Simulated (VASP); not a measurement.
# Hf (P6_3/mmc) in VASP: a series of runs

Runs on Hf. Level: PBEsol. Tasks: single point.

All numbers are computed with VASP 6.6.1; they aren't measurements. Logs are shortened: lines on timing, memory, paths and dates and some standing lists are left out, and cuts for length are marked.

### 1 The cell of the first run

The structure is hexagonal, space group P6_3/mmc (No. 194). Conventional cell: a = 2.727 Å, b = 2.727 Å, c = 4.561 Å, α = 90.00°, β = 90.00°, γ = 120.00°. Within 3.6 Å of Hf (site symmetry -6m2) lie 12 Hf at 2.73 to 2.77 Å.

### 2 Single point, PBEsol (14.69 Å³/atom)

Input file INCAR:

```
ALGO = Normal
EDIFF = 1E-6
ENCUT = 500
GGA = PS
GGA_COMPAT = F
ISIF = 2
ISMEAR = -1
LASPH = T
LCHARG = F
LREAL = F
LWAVE = F
NBANDS = 17
NELM = 120
PREC = Accurate
SIGMA = 0.08
```

Input file KPOINTS:

```
k-points
0
Gamma
  15 15 9
```

Input file POSCAR:

```
Hf
1.0
    2.7273824558      0.0000000000      0.0000000000
   -1.3636912279      2.3619824925      0.0000000000
    0.0000000000      0.0000000000      4.5611018127
Hf
2
Direct
    0.3333333333      0.6666666667      0.2500000000
    0.6666666667      0.3333333333      0.7500000000
```

Potentials or basis: VASP PAW PBE potentials, release 64 (Hf_pv).

Command:

```sh
cat potpaw_PBE.64/Hf_pv/POTCAR > POTCAR
mpirun -np 1 vasp_std > vasp.out
```

OUTCAR:

```text
EDIFF = 1E-6
   ENCUT = 500
   GGA = PS
   ISIF = 2
   ISMEAR = -1
   LASPH = T
   LREAL = F
   NELM = 120
   PREC = Accurate

 ion  position               nearest neighbor table
   1  0.333  0.667  0.250-   2 2.77   2 2.77   2 2.77   2 2.77   2 2.77   2 2.77
   2  0.667  0.333  0.750-   1 2.77   1 2.77   1 2.77   1 2.77   1 2.77   1 2.77

  LATTYP: Found a hexagonal cell.
 ALAT       =     2.7273824558
 C/A-ratio  =     1.6723367135

  Lattice vectors:

 A1 = (   2.7273824558,   0.0000000000,   0.0000000000)
 A2 = (  -1.3636912279,   2.3619824925,   0.0000000000)
 A3 = (   0.0000000000,   0.0000000000,   4.5611018127)

Analysis of symmetry for initial positions (statically):
=====================================================================
 Subroutine PRICEL returns:
 Original cell was already a primitive cell.

 Routine SETGRP: Setting up the symmetry group for a
 hexagonal supercell.

 Subroutine GETGRP returns: Found 24 space group operations
 (whereof 12 operations were pure point group operations)
 out of a pool of 24 trial point group operations.

The static configuration has the point symmetry D_3d.
 The point group associated with its full space group is D_6h.

Analysis of symmetry for dynamics (positions and initial velocities):
=====================================================================
 Subroutine PRICEL returns:
 Original cell was already a primitive cell.

 Routine SETGRP: Setting up the symmetry group for a
 hexagonal supercell.

 Subroutine GETGRP returns: Found 24 space group operations
 (whereof 12 operations were pure point group operations)
 out of a pool of 24 trial point group operations.

The dynamic configuration has the point symmetry D_3d.
 The point group associated with its full space group is D_6h.

 Subroutine INISYM returns: Found 24 space group operations
 (whereof 12 operations are pure point group operations),
 and found     1 'primitive' translations

----------------------------------------------------------------------------------------

                                     Primitive cell

  volume of cell :      29.3828

  direct lattice vectors                    reciprocal lattice vectors
     2.727382456  0.000000000  0.000000000     0.366651915  0.211686582  0.000000000
    -1.363691228  2.361982493  0.000000000     0.000000000  0.423373164  0.000000000
     0.000000000  0.000000000  4.561101813     0.000000000  0.000000000  0.219245270

  length of vectors
     2.727382456  2.727382456  4.561101813     0.423373163  0.423373164  0.219245270

  position of ions in fractional coordinates (direct lattice)
     0.333333333  0.666666667  0.250000000
     0.666666667  0.333333333  0.750000000

  ion indices of the primitive-cell ions
   primitive index   ion index
                 1           1
                 2           2

----------------------------------------------------------------------------------------

 KPOINTS: k-points

Automatic generation of k-mesh.
 Grid dimensions read from file:
 generate k-points for:   15   15    9

 Generating k-lattice:

  Cartesian coordinates                     Fractional coordinates (reciprocal lattice)
     0.024443461  0.014112439  0.000000000     0.066666667  0.000000000  0.000000000
     0.000000000  0.028224878  0.000000000     0.000000000  0.066666667  0.000000000
     0.000000000  0.000000000  0.024360586     0.000000000  0.000000000  0.111111111

  Length of vectors
     0.028224878  0.028224878  0.024360586

  Shift w.r.t. Gamma in fractional coordinates (k-lattice)
     0.000000000  0.000000000  0.000000000

 Subroutine IBZKPT returns following result:
 ===========================================

 Found    135 irreducible k-points:

 Following reciprocal coordinates:
            Coordinates               Weight
  0.000000  0.000000  0.000000      1.000000
  0.066667  0.000000  0.000000      6.000000
  0.133333  0.000000  0.000000      6.000000
  0.200000  0.000000  0.000000      6.000000
  0.266667  0.000000  0.000000      6.000000
  0.333333  0.000000  0.000000      6.000000
[... 16 lines left out ...]
  0.333333  0.200000  0.000000     12.000000
  0.400000  0.200000  0.000000      6.000000
 [... further k-points ...]
   k-points           NKPTS =    135   k-points in BZ     NKDIM =    135   number of bands    NBANDS=     17
   number of dos      NEDOS =    301   number of ions     NIONS =      2
   total plane-waves  NPLWV =  14400
   dimension x,y,z NGX =    20 NGY =   20 NGZ =   36
   dimension x,y,z NGXF=    40 NGYF=   40 NGZF=   72
   ions per type =               2
   NGX,Y,Z   is equivalent  to a cutoff of  12.19, 12.19, 13.12 a.u.
   NGXF,Y,Z  is equivalent  to a cutoff of  24.38, 24.38, 26.24 a.u.
 SYSTEM =  unknown system
   PREC   = accura    normal or accurate (medium, high low for compatibility)
   ISTART =      0    job   : 0-new  1-cont  2-samecut
   ICHARG =      2    charge: 1-file 2-atom 10-const
   ISPIN  =      1    spin polarized calculation?
   LNONCOLLINEAR =      F non collinear calculations
   LSORBIT =      F    spin-orbit coupling
   LASPH  =      T    aspherical Exc in radial PAW
   ENCUT  =  500.0 eV  36.75 Ry    6.06 a.u.   4.97  4.97  8.32*2*pi/ulx,y,z
   NELM   =    120;   NELMIN=  2; NELMDL= -5     # of ELM steps
   EDIFF  = 0.1E-05   stopping-criterion for ELM
   LREAL  =      F    real-space projection
   EDIFFG = 0.1E-04   stopping-criterion for IOM
   NSW    =      0    number of steps for IOM
   IBRION =     -1    ionic relax: 0-MD 1-quasi-New 2-CG
   NFREE  =      0    steps in history (QN), initial steepest desc. (CG)
   ISIF   =      2    stress and relaxation
   ISYM   =      2    0-nonsym 1-usesym 2-fastsym
   POTIM  = 0.5000    time-step for ionic-motion
   TEBEG  =    0.0;   TEEND  =   0.0 temperature during run
   PSTRESS=    0.0 pullay stress
   NELECT =      20.0000    total number of electrons
   NUPDOWN=      -1.0000    fix difference up-down
   EMIN   =  10.00;   EMAX   =-10.00  energy-range for DOS
   EFERMI =   0.00;   METHOD = LEGACY
   ISMEAR =    -1;   SIGMA  =   0.08  broadening in eV -4-tet -1-fermi 0-gaus
   EFERMI_NEDOS =   21; number of points for ismear=-14 and -15
   IALGO  =     38    algorithm
   IMIX   =      4    mixing-type and parameters
     AMIX     =   0.40;   BMIX     =  1.00
     AMIX_MAG =   1.60;   BMIX_MAG =  1.00
  volume/ion in A,a.u.               =      14.69        99.14
  Fermi-wavevector in a.u.,A,eV,Ry     =   1.440082  2.721361 28.216269  2.073837
  Thomas-Fermi vector in A             =   2.558866
   LORBIT       =      0    0 simple, 1 ext, 2 COOP (PROOUT), +10 PAW based schemes
   GGA     = PS    functional components
   LHFCALC =     F    Hartree Fock is set to
   AEXX    =    0.0000 exact exchange contribution
   IVDW    =     0    specifies the selected vdW correction
   LEPSILON=     F    determine dielectric tensor
   LRPA    =     F    only Hartree local field effects (RPA)
 non-spin polarized calculation
  energy-cutoff  :      500.00
  volume of cell :       29.38
 maximum number of plane-waves:       762
 NGX is ok and might be reduce to    20
   NGX =  9   NGY =  9   NGZ = 17

 number of electron      20.0000002 magnetization

 Free energy of the ion-electron system (eV)
  ---------------------------------------------------
  ext. energy  EPLUGINS =         0.00000000
  ---------------------------------------------------
  free energy    TOTEN  =       -18.36966194 eV

  energy without entropy =      -18.33983502  energy(sigma->0) =      -18.35474848

 E-fermi :   8.0333     XC(G=0): -13.4728

 val. band max:        8.0319922090   @ k =   0.2667   0.2667   0.3333
 cond. band min:       8.0353231313   @ k =   0.4000   0.2000   0.0000
 fundamental gap:      0.0033309223
 Fermi energy:         8.0332686784

 k-point     1 :       0.0000    0.0000    0.0000
  band No.  band energies     occupation
      1     -23.4268      2.00000
      2     -20.7763      2.00000
      3     -20.7763      2.00000
      4     -20.5741      2.00000
      5     -20.4499      2.00000
      6     -20.4499      2.00000
[... 9 lines left out ...]
     16      12.2588      0.00000
     17      16.1055      0.00000

 k-point     2 :       0.0667    0.0000    0.0000
  band No.  band energies     occupation
      1     -23.3865      2.00000
      2     -20.8961      2.00000
      3     -20.8110      2.00000
      4     -20.5861      2.00000
      5     -20.5748      2.00000
      6     -20.4655      2.00000
[... 9 lines left out ...]
     16      12.0096      0.00000
     17      16.3148      0.00000

 k-point     3 :       0.1333    0.0000    0.0000
  band No.  band energies     occupation
      1     -23.2685      2.00000
      2     -21.2288      2.00000
      3     -20.9123      2.00000
      4     -20.9054      2.00000
      5     -20.6235      2.00000
      6     -20.5119      2.00000
[... 9 lines left out ...]
     16      11.4278      0.00000
     17      16.7688      0.00000

 k-point     4 :       0.2000    0.0000    0.0000
  band No.  band energies     occupation
      1     -23.0823      2.00000
      2     -21.7037      2.00000
      3     -21.3733      2.00000
      4     -21.0370      2.00000
      5     -20.6900      2.00000
      6     -20.5844      2.00000
[... 9 lines left out ...]
     16      12.4051      0.00000
     17      17.2170      0.00000

 k-point     5 :       0.2667    0.0000    0.0000
  band No.  band energies     occupation
      1     -22.8440      2.00000
      2     -22.2261      2.00000
      3     -21.8611      2.00000
      4     -21.1801      2.00000
      5     -20.7892      2.00000
      6     -20.6710      2.00000
[... 9 lines left out ...]
     16      13.7839      0.00000
     17      17.5403      0.00000

 k-point     6 :       0.3333    0.0000    0.0000
  band No.  band energies     occupation
      1     -22.7025      2.00000
      2     -22.5777      2.00000
      3     -22.2960      2.00000
      4     -21.3107      2.00000
      5     -20.9208      2.00000
      6     -20.7553      2.00000
[... 9 lines left out ...]
     16      15.3895      0.00000
     17      17.7267      0.00000

 k-point     7 :       0.4000    0.0000    0.0000
  band No.  band energies     occupation
      1     -23.0597      2.00000
      2     -22.6186      2.00000
      3     -22.3208      2.00000
      4     -21.4092      2.00000
      5     -21.0712      2.00000
      6     -20.8216      2.00000
[... 9 lines left out ...]
     16      17.0282      0.00000
     17      17.8138      0.00000

 k-point     8 :       0.4667    0.0000    0.0000
  band No.  band energies     occupation
      1     -23.2499      2.00000
      2     -22.7897      2.00000
      3     -22.1416      2.00000
      4     -21.4620      2.00000
      5     -21.1918      2.00000
      6     -20.8580      2.00000
[... 9 lines left out ...]
     16      18.2713      0.00000
     17      18.3696      0.00000
[... 203 lines left out ...]
      1     -22.9653      2.00000
      2     -22.5732      2.00000
      3     -22.2354      2.00000
      4     -21.6290      2.00000
      5     -21.1219      2.00000
      6     -21.0970      2.00000
[... 9 lines left out ...]
     16      16.9165      0.00000
     17      18.7129      0.00000

 k-point    20 :       0.4000    0.1333    0.0000
  band No.  band energies     occupation
      1     -23.1331      2.00000
      2     -22.6866      2.00000
      3     -22.0529      2.00000
      4     -21.7205      2.00000
      5     -21.2501      2.00000
      6     -21.1487      2.00000
[... 9 lines left out ...]
     16      16.9028      0.00000
     17      19.9720      0.00000

 k-point    21 :       0.2000    0.2000    0.0000
  band No.  band energies     occupation
      1     -22.5107      2.00000
      2     -22.4821      2.00000
      3     -22.3856      2.00000
      4     -21.4574      2.00000
      5     -21.0978      2.00000
      6     -20.9535      2.00000
[... 9 lines left out ...]
     16      16.6636      0.00000
     17      16.9139      0.00000

 k-point    22 :       0.2667    0.2000    0.0000
  band No.  band energies     occupation
      1     -22.7610      2.00000
      2     -22.5218      2.00000
      3     -22.2591      2.00000
      4     -21.7004      2.00000
      5     -21.2882      2.00000
      6     -21.1034      2.00000
[... 9 lines left out ...]
     16      16.4730      0.00000
     17      18.6804      0.00000

 k-point    23 :       0.3333    0.2000    0.0000
  band No.  band energies     occupation
      1     -22.9495      2.00000
      2     -22.5691      2.00000
      3     -22.0298      2.00000
      4     -21.9093      2.00000
      5     -21.4109      2.00000
      6     -21.2628      2.00000
[... 9 lines left out ...]
     16      16.3424      0.00000
     17      19.9161      0.00000

 k-point    24 :       0.4000    0.2000    0.0000
  band No.  band energies     occupation
      1     -23.0151      2.00000
      2     -22.5739      2.00000
      3     -21.9959      2.00000
      4     -21.9177      2.00000
      5     -21.4531      2.00000
      6     -21.3500      2.00000
[... 9 lines left out ...]
     16      16.3814      0.00000
     17      19.2129      0.00000

 [... further k-points ...]

------------------------ aborting loop because EDIFF is reached ----------------------------------------

  FORCE on cell =-STRESS in cart. coord.  units (eV):
  Direction    XX          YY          ZZ          XY          YZ          ZX
  --------------------------------------------------------------------------------------
  -------------------------------------------------------------------------------------
  Total       14.8942110     14.8942110     14.8205923     -0.0000000      0.0000000      0.0000000
  in kB      812.1487892    812.1487891    808.1345234     -0.0000000      0.0000000      0.0000000
  external PRESSURE =     810.8107005 kB  Pullay stress =       0.0000000 kB

 VOLUME and BASIS-vectors are now :
 -----------------------------------------------------------------------------
  energy-cutoff  :      500.00
  volume of cell :       29.38
      direct lattice vectors                 reciprocal lattice vectors
     2.727382456  0.000000000  0.000000000     0.366651915  0.211686582  0.000000000
    -1.363691228  2.361982493  0.000000000     0.000000000  0.423373164  0.000000000
     0.000000000  0.000000000  4.561101813     0.000000000  0.000000000  0.219245270

 POSITION                                       TOTAL-FORCE (eV/Angst)
 -----------------------------------------------------------------------------------
     -0.00000      1.57465      1.14028        -0.000000     -0.000000      0.000000
      1.36369      0.78733      3.42083         0.000000      0.000000      0.000000
 -----------------------------------------------------------------------------------
    total drift:                               -0.000000      0.000000     -0.000000

  FREE ENERGIE OF THE ION-ELECTRON SYSTEM (eV)
  ---------------------------------------------------
  free  energy   TOTEN  =       -18.3696619357 eV

  energy  without entropy=      -18.3398350187  energy(sigma->0) =      -18.35474848
```

Wall time 28 s (1 thread of AMD EPYC 9R45 (Zen 5), shared host); peak memory 0.15 GiB.

Results:

| Item | Value |
| --- | --- |
| Free energy | -18.3697 eV |
| Pressure | 81.1 GPa |
| Band gap on the k mesh | zero (bands 10 and 11 overlap by 1.93 eV) |

Caveat: the cell stands under pressure; the PAW data sets were made with another functional, which shifts forces and pressure a little; spin-orbit coupling is left out, which moves the levels of the heavy elements.

### 3 Single point, PBEsol

This run uses another cell than the first one, of 16.42 Å³/atom.

Input file INCAR:

```
SYSTEM = Hf
ALGO     = Normal         ! electronic algorithm
EDIFF    = 1E-6           ! SCF threshold, eV
ENCUT    = 500            ! plane-wave cutoff, eV
GGA      = PS             ! functional
GGA_COMPAT= .FALSE.      
ISIF     = 2              ! what is computed and relaxed
ISMEAR   = -1             ! smearing method
LASPH    = .TRUE.         ! aspherical terms in the spheres
LCHARG   = .FALSE.        ! write CHGCAR
LREAL    = .FALSE.        ! projectors in reciprocal space
LWAVE    = .FALSE.        ! write WAVECAR
NBANDS   = 17             ! bands
NELM     = 120            ! most SCF steps
PREC     = Accurate       ! precision mode
SIGMA    = 0.08           ! smearing width, eV
```

Input file KPOINTS:

```
k-points
0
G
  15 15 9
  0 0 0
```

Input file POSCAR:

```
Hf
1.0
    2.8546930513      0.0000000000      0.0000000000
   -1.4273465256      2.4722367024      0.0000000000
    0.0000000000      0.0000000000      4.6531568860
Hf
2
Direct
    0.3333333333      0.6666666667      0.2500000000
    0.6666666667      0.3333333333      0.7500000000
```

Potentials or basis: VASP PAW PBE potentials, release 64 (Hf_pv).

Command:

```sh
cat potpaw_PBE.64/Hf_pv/POTCAR > POTCAR
mpirun -np 1 vasp_std > vasp.out
```

It took 37 s on 1 thread of AMD EPYC 9R45 (Zen 5), shared host; peak memory 0.16 GiB.

The run converged. Its results:

| Quantity | Value |
| --- | --- |
| Free energy | -19.7425 eV |
| Pressure | 48.4 GPa |
| Band gap on the k mesh | zero (bands 10 and 11 overlap by 1.78 eV) |

Stress tensor (GPa, compression positive):
```
48.54  0.00  0.00
 0.00 48.54  0.00
 0.00  0.00 48.19
```

Levels at points of the mesh, in eV from the Fermi level:
```
           k point  band 7  band 8  band 9  band 10  band 11  band 12  band 13  band 14
(0.00, 0.00, 0.00)   -8.29   -4.83    1.16     1.22     1.22     2.03     2.33     2.33
```

Caveat: the cell stands under pressure; the PAW data sets were made with another functional, which shifts forces and pressure a little; spin-orbit coupling is left out, which moves the levels of the heavy elements.

(Continued in part 2 of 2.)
